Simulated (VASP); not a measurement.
# SrTiO3 (Tausonite) (Pm-3m) in VASP: a series of runs

The runs below take SrTiO3 (Tausonite) through single point, with PBEsol.

Program: VASP 6.6.1. These are calculated values, not measurements. Logs are shortened: lines on timing, memory, paths and dates and some standing lists are left out, and cuts for length are marked.

## Step 1: The cell of the first run

It takes space group Pm-3m (No. 221, cubic). Conventional cell: a = 3.876 Å, b = 3.876 Å, c = 3.876 Å, α = 90.00°, β = 90.00°, γ = 90.00°. Sr (site symmetry m-3m) has 12 O at 2.74 Å and 8 Ti at 3.36 Å within 3.6 Å. Within 2.6 Å of Ti (site symmetry m-3m) lie 6 O at 1.94 Å. Within 2.6 Å of O (site symmetry 4/mmm) lie 2 Ti at 1.94 Å.

## Step 2: Single point, PBEsol

INCAR reads:

```
PREC = Accurate
ENCUT = 520
EDIFF = 1E-7
ISMEAR = 0
SIGMA = 0.1
LREAL = F
LASPH = T
NELM = 60
ALGO = Normal
ISIF = 2
LWAVE = F
LCHARG = T
GGA = PS
LELF = T
LVHAR = T
NBANDS = 28
```

KPOINTS reads:

```
regular mesh
0
Gamma
  6 6 6
```

POSCAR reads:

```
SrTiO3
1.0
    3.8755096039      0.0000000000      0.0000000000
    0.0000000000      3.8755096039      0.0000000000
    0.0000000000      0.0000000000      3.8755096039
Sr Ti O
1 1 3
Direct
    0.5000000000      0.5000000000      0.5000000000
    0.0000000000      0.0000000000      0.0000000000
    0.5000000000      0.0000000000      0.0000000000
    0.0000000000      0.5000000000      0.0000000000
    0.0000000000      0.0000000000      0.5000000000
```

Potentials or basis: VASP PAW PBE potentials, release 64 (Sr_sv, Ti_sv, O).

Launch:

```
> cat potpaw_PBE.64/Sr_sv/POTCAR potpaw_PBE.64/Ti_sv/POTCAR potpaw_PBE.64/O/POTCAR > POTCAR
> mpirun -np 1 vasp_std > vasp.out
```

OUTCAR:

```text
PREC = Accurate
   ENCUT = 520
   EDIFF = 1E-7
   ISMEAR = 0
   LREAL = F
   LASPH = T
   NELM = 60
   ISIF = 2
   GGA = PS

 ion  position               nearest neighbor table
   1  0.500  0.500  0.500-   3 2.74   4 2.74   5 2.74   3 2.74   4 2.74   3 2.74   5 2.74   3 2.74
                             4 2.74   5 2.74   4 2.74   5 2.74   2 3.36   2 3.36   2 3.36   2 3.36
   2  0.000  0.000  0.000-   3 1.94   4 1.94   5 1.94   5 1.94   4 1.94   3 1.94   1 3.36   1 3.36
                             1 3.36   1 3.36   1 3.36   1 3.36   1 3.36   1 3.36
   3  0.500  0.000  0.000-   2 1.94   2 1.94   1 2.74   1 2.74   1 2.74   1 2.74
   4  0.000  0.500  0.000-   2 1.94   2 1.94   1 2.74   1 2.74   1 2.74   1 2.74
   5  0.000  0.000  0.500-   2 1.94   2 1.94   1 2.74   1 2.74   1 2.74   1 2.74

  LATTYP: Found a simple cubic cell.
 ALAT       =     3.8755096039

  Lattice vectors:

 A1 = (   3.8755096039,   0.0000000000,   0.0000000000)
 A2 = (   0.0000000000,   3.8755096039,   0.0000000000)
 A3 = (   0.0000000000,   0.0000000000,   3.8755096039)

Analysis of symmetry for initial positions (statically):
=====================================================================
 Subroutine PRICEL returns:
 Original cell was already a primitive cell.

 Routine SETGRP: Setting up the symmetry group for a
 simple cubic supercell.

 Subroutine GETGRP returns: Found 48 space group operations
[... 9 lines left out ...]

 Routine SETGRP: Setting up the symmetry group for a
 simple cubic supercell.

 Subroutine GETGRP returns: Found 48 space group operations
[... 11 lines left out ...]
                                     Primitive cell

  volume of cell :      58.2085

  direct lattice vectors                    reciprocal lattice vectors
     3.875509604  0.000000000  0.000000000     0.258030582  0.000000000  0.000000000
     0.000000000  3.875509604  0.000000000     0.000000000  0.258030582  0.000000000
     0.000000000  0.000000000  3.875509604     0.000000000  0.000000000  0.258030582

  length of vectors
     3.875509604  3.875509604  3.875509604     0.258030582  0.258030582  0.258030582

  position of ions in fractional coordinates (direct lattice)
     0.500000000  0.500000000  0.500000000
     0.000000000  0.000000000  0.000000000
     0.500000000  0.000000000  0.000000000
     0.000000000  0.500000000  0.000000000
     0.000000000  0.000000000  0.500000000

  ion indices of the primitive-cell ions
   primitive index   ion index
                 1           1
                 2           2
                 3           3
                 4           4
                 5           5

----------------------------------------------------------------------------------------

 KPOINTS: regular mesh

Automatic generation of k-mesh.
 Grid dimensions read from file:
 generate k-points for:    6    6    6

 Generating k-lattice:

  Cartesian coordinates                     Fractional coordinates (reciprocal lattice)
     0.043005097  0.000000000  0.000000000     0.166666667  0.000000000  0.000000000
     0.000000000  0.043005097  0.000000000     0.000000000  0.166666667  0.000000000
     0.000000000  0.000000000  0.043005097     0.000000000  0.000000000  0.166666667

  Length of vectors
     0.043005097  0.043005097  0.043005097

  Shift w.r.t. Gamma in fractional coordinates (k-lattice)
     0.000000000  0.000000000  0.000000000

 Subroutine IBZKPT returns following result:
 ===========================================

 Found     20 irreducible k-points:

 Following reciprocal coordinates:
            Coordinates               Weight
  0.000000  0.000000  0.000000      1.000000
  0.166667  0.000000  0.000000      6.000000
  0.333333  0.000000  0.000000      6.000000
  0.500000  0.000000  0.000000      3.000000
  0.166667  0.166667  0.000000     12.000000
  0.333333  0.166667  0.000000     24.000000
[... 12 lines left out ...]
  0.500000  0.500000  0.333333      6.000000
  0.500000  0.500000  0.500000      1.000000
   k-points           NKPTS =     20   k-points in BZ     NKDIM =     20   number of bands    NBANDS=     28
   number of dos      NEDOS =    301   number of ions     NIONS =      5
   total plane-waves  NPLWV =  27000
   dimension x,y,z NGX =    30 NGY =   30 NGZ =   30
   dimension x,y,z NGXF=    60 NGYF=   60 NGZF=   60
   ions per type =               1   1   3
   NGX,Y,Z   is equivalent  to a cutoff of  12.87, 12.87, 12.87 a.u.
   NGXF,Y,Z  is equivalent  to a cutoff of  25.74, 25.74, 25.74 a.u.
 SYSTEM =  unknown system
   PREC   = accura    normal or accurate (medium, high low for compatibility)
   ISTART =      0    job   : 0-new  1-cont  2-samecut
   ICHARG =      2    charge: 1-file 2-atom 10-const
   ISPIN  =      1    spin polarized calculation?
   LNONCOLLINEAR =      F non collinear calculations
   LSORBIT =      F    spin-orbit coupling
   LASPH  =      T    aspherical Exc in radial PAW
   ENCUT  =  520.0 eV  38.22 Ry    6.18 a.u.   7.21  7.21  7.21*2*pi/ulx,y,z
   NELM   =     60;   NELMIN=  2; NELMDL= -5     # of ELM steps
   EDIFF  = 0.1E-06   stopping-criterion for ELM
   LREAL  =      F    real-space projection
   EDIFFG = 0.1E-05   stopping-criterion for IOM
   NSW    =      0    number of steps for IOM
   IBRION =     -1    ionic relax: 0-MD 1-quasi-New 2-CG
   NFREE  =      0    steps in history (QN), initial steepest desc. (CG)
   ISIF   =      2    stress and relaxation
   ISYM   =      2    0-nonsym 1-usesym 2-fastsym
   POTIM  = 0.5000    time-step for ionic-motion
   TEBEG  =    0.0;   TEEND  =   0.0 temperature during run
   PSTRESS=    0.0 pullay stress
   NELECT =      40.0000    total number of electrons
   NUPDOWN=      -1.0000    fix difference up-down
   EMIN   =  10.00;   EMAX   =-10.00  energy-range for DOS
   EFERMI =   0.00;   METHOD = LEGACY
   ISMEAR =     0;   SIGMA  =   0.10  broadening in eV -4-tet -1-fermi 0-gaus
   EFERMI_NEDOS =   21; number of points for ismear=-14 and -15
   IALGO  =     38    algorithm
   IMIX   =      4    mixing-type and parameters
     AMIX     =   0.40;   BMIX     =  1.00
     AMIX_MAG =   1.60;   BMIX_MAG =  1.00
  volume/ion in A,a.u.               =      11.64        78.56
  Fermi-wavevector in a.u.,A,eV,Ry     =   1.444661  2.730014 28.395985  2.087046
  Thomas-Fermi vector in A             =   2.562931
   LORBIT       =      0    0 simple, 1 ext, 2 COOP (PROOUT), +10 PAW based schemes
   GGA     = PS    functional components
   LHFCALC =     F    Hartree Fock is set to
   AEXX    =    0.0000 exact exchange contribution
   IVDW    =     0    specifies the selected vdW correction
   LEPSILON=     F    determine dielectric tensor
   LRPA    =     F    only Hartree local field effects (RPA)
 non-spin polarized calculation
 Gauss-broadening in eV      SIGMA  =   0.10
  energy-cutoff  :      520.00
  volume of cell :       58.21
 maximum number of plane-waves:      1596
 NGX is ok and might be reduce to    30
   NGX = 15   NGY = 15   NGZ = 15

 number of electron      40.0000021 magnetization

 Free energy of the ion-electron system (eV)
  ---------------------------------------------------
  ext. energy  EPLUGINS =         0.00000000
  ---------------------------------------------------
  free energy    TOTEN  =       -42.00604349 eV

  energy without entropy =      -42.00604349  energy(sigma->0) =      -42.00604349

 E-fermi :   4.6769     XC(G=0): -11.6614

 val. band max:        4.2145051191   @ k =   0.5000   0.5000   0.5000
 cond. band min:       6.0537144614   @ k =   0.0000   0.0000   0.0000
 fundamental gap:      1.8392093424
 Fermi energy:         4.6769168317

 k-point     1 :       0.0000    0.0000    0.0000
  band No.  band energies     occupation
      1     -51.8934      2.00000
      2     -28.3638      2.00000
      3     -28.2714      2.00000
      4     -28.2714      2.00000
      5     -28.2714      2.00000
      6     -13.2285      2.00000
[... 20 lines left out ...]
     27       9.5158      0.00000
     28      10.4364      0.00000

 k-point     2 :       0.1667    0.0000    0.0000
  band No.  band energies     occupation
      1     -51.8930      2.00000
      2     -28.3969      2.00000
      3     -28.2706      2.00000
      4     -28.2706      2.00000
      5     -28.2518      2.00000
      6     -13.2502      2.00000
[... 20 lines left out ...]
     27      10.0110      0.00000
     28      11.1021      0.00000

 k-point     3 :       0.3333    0.0000    0.0000
  band No.  band energies     occupation
      1     -51.8920      2.00000
      2     -28.4496      2.00000
      3     -28.2688      2.00000
      4     -28.2688      2.00000
      5     -28.2255      2.00000
      6     -13.3869      2.00000
[... 20 lines left out ...]
     27      11.0548      0.00000
     28      12.3567      0.00000

 k-point     4 :       0.5000    0.0000    0.0000
  band No.  band energies     occupation
      1     -51.8916      2.00000
      2     -28.4733      2.00000
      3     -28.2680      2.00000
      4     -28.2680      2.00000
      5     -28.2148      2.00000
      6     -13.4754      2.00000
[... 20 lines left out ...]
     27      11.6574      0.00000
     28      12.2522      0.00000

 k-point     5 :       0.1667    0.1667    0.0000
  band No.  band energies     occupation
      1     -51.8925      2.00000
      2     -28.4055      2.00000
      3     -28.2913      2.00000
      4     -28.2697      2.00000
      5     -28.2357      2.00000
      6     -13.2144      2.00000
[... 20 lines left out ...]
     27      10.4532      0.00000
     28      11.5053      0.00000

 k-point     6 :       0.3333    0.1667    0.0000
  band No.  band energies     occupation
      1     -51.8916      2.00000
      2     -28.4352      2.00000
      3     -28.2947      2.00000
      4     -28.2680      2.00000
      5     -28.2284      2.00000
      6     -13.2548      2.00000
[... 339 lines left out ...]
      5     -28.2690      2.00000
      6     -12.5407      2.00000
[... 20 lines left out ...]
     27      12.2212      0.00000
     28      12.2212      0.00000

 k-point    18 :       0.5000    0.3333    0.3333
  band No.  band energies     occupation
      1     -51.8889      2.00000
      2     -28.3652      2.00000
      3     -28.3273      2.00000
      4     -28.3267      2.00000
      5     -28.2865      2.00000
      6     -12.3696      2.00000
[... 20 lines left out ...]
     27      12.1997      0.00000
     28      12.6074      0.00000

 k-point    19 :       0.5000    0.5000    0.3333
  band No.  band energies     occupation
      1     -51.8885      2.00000
      2     -28.3472      2.00000
      3     -28.3472      2.00000
      4     -28.3259      2.00000
      5     -28.2982      2.00000
      6     -12.0017      2.00000
[... 20 lines left out ...]
     27      12.3168      0.00000
     28      12.9056      0.00000

 k-point    20 :       0.5000    0.5000    0.5000
  band No.  band energies     occupation
      1     -51.8880      2.00000
      2     -28.3461      2.00000
      3     -28.3461      2.00000
      4     -28.3461      2.00000
      5     -28.2929      2.00000
      6     -11.7968      2.00000
[... 20 lines left out ...]
     27      12.9058      0.00000
     28      12.9058      0.00000

------------------------ aborting loop because EDIFF is reached ----------------------------------------

  FORCE on cell =-STRESS in cart. coord.  units (eV):
  Direction    XX          YY          ZZ          XY          YZ          ZX
  --------------------------------------------------------------------------------------
  -------------------------------------------------------------------------------------
  Total        1.0895783      1.0895783      1.0895783      0.0000000      0.0000000     -0.0000000
  in kB       29.9904219     29.9904219     29.9904219      0.0000000      0.0000000     -0.0000000
  external PRESSURE =      29.9904219 kB  Pullay stress =       0.0000000 kB

 VOLUME and BASIS-vectors are now :
 -----------------------------------------------------------------------------
  energy-cutoff  :      520.00
  volume of cell :       58.21
      direct lattice vectors                 reciprocal lattice vectors
     3.875509604  0.000000000  0.000000000     0.258030582  0.000000000  0.000000000
     0.000000000  3.875509604  0.000000000     0.000000000  0.258030582  0.000000000
     0.000000000  0.000000000  3.875509604     0.000000000  0.000000000  0.258030582

 POSITION                                       TOTAL-FORCE (eV/Angst)
 -----------------------------------------------------------------------------------
      1.93775      1.93775      1.93775         0.000000      0.000000      0.000000
      0.00000      0.00000      0.00000         0.000000      0.000000      0.000000
      1.93775      0.00000      0.00000         0.000000      0.000000      0.000000
      0.00000      1.93775      0.00000         0.000000      0.000000      0.000000
      0.00000      0.00000      1.93775         0.000000      0.000000      0.000000
 -----------------------------------------------------------------------------------
    total drift:                                0.000000     -0.000000      0.000000

  FREE ENERGIE OF THE ION-ELECTRON SYSTEM (eV)
  ---------------------------------------------------
  free  energy   TOTEN  =       -42.0060434918 eV

  energy  without entropy=      -42.0060434918  energy(sigma->0) =      -42.00604349
```

Run time: 30 s. Hardware: 1 thread of Intel Xeon Platinum 8488C (Sapphire Rapids), shared host; peak memory 0.18 GiB.

Results:

```yaml
Free_energy: -42.0060 eV
Pressure: 3.0 GPa
Band_gap_on_the_k_mesh: 1.84 eV, indirect (least direct gap 2.18 eV)
```

Caveat: the PAW data sets were made with another functional, which shifts forces and pressure a little. Expect the measured gap to be larger: semilocal functionals such as PBEsol lack the derivative discontinuity.

## Step 3: Single point, PBEsol

INCAR: that of step 2 with these lines changed.

```diff
@@ -4,3 +4,3 @@
 ISMEAR = 0
-SIGMA = 0.1
+SIGMA = 0.01
 LREAL = F
```

KPOINTS reads:

```
regular mesh
0
Gamma
  8 8 8
```

POSCAR is that of step 2.

Potentials or basis: VASP PAW PBE potentials, release 64 (Sr_sv, Ti_sv, O).

Launch:

```
> cat potpaw_PBE.64/Sr_sv/POTCAR potpaw_PBE.64/Ti_sv/POTCAR potpaw_PBE.64/O/POTCAR > POTCAR
> mpirun -np 1 vasp_std > vasp.out
```

Wall time 51 s (1 thread of Intel Xeon Platinum 8488C (Sapphire Rapids), shared host); peak memory 0.2 GiB.

Results (log left out):

- Free energy: -42.0067 eV
- Pressure: 3.0 GPa
- Band gap on the k mesh: 1.84 eV, indirect (least direct gap 2.18 eV)

Levels at points of the mesh, in eV from the valence-band top:
```csv
k point,band 16,band 17,band 18,band 19,band 20,band 21,band 22,band 23,band 24,band 25
"(0.00, 0.00, 0.00)",-1.23,-1.23,-0.34,-0.34,-0.34,1.84,1.84,1.84,4.49,4.49
"(0.50, 0.00, 0.00)",-2.45,-2.45,-2.10,-0.74,-0.74,2.03,3.90,3.90,4.52,6.78
"(0.50, 0.50, 0.00)",-3.00,-1.73,-1.61,-1.61,-0.10,3.91,3.91,4.36,5.52,7.96
"(0.50, 0.50, 0.50)",-3.85,-3.85,0.00,0.00,0.00,4.61,4.61,4.61,6.95,6.95
```

Caveat: the PAW data sets were made with another functional, which shifts forces and pressure a little. A k mesh can miss the band edges.
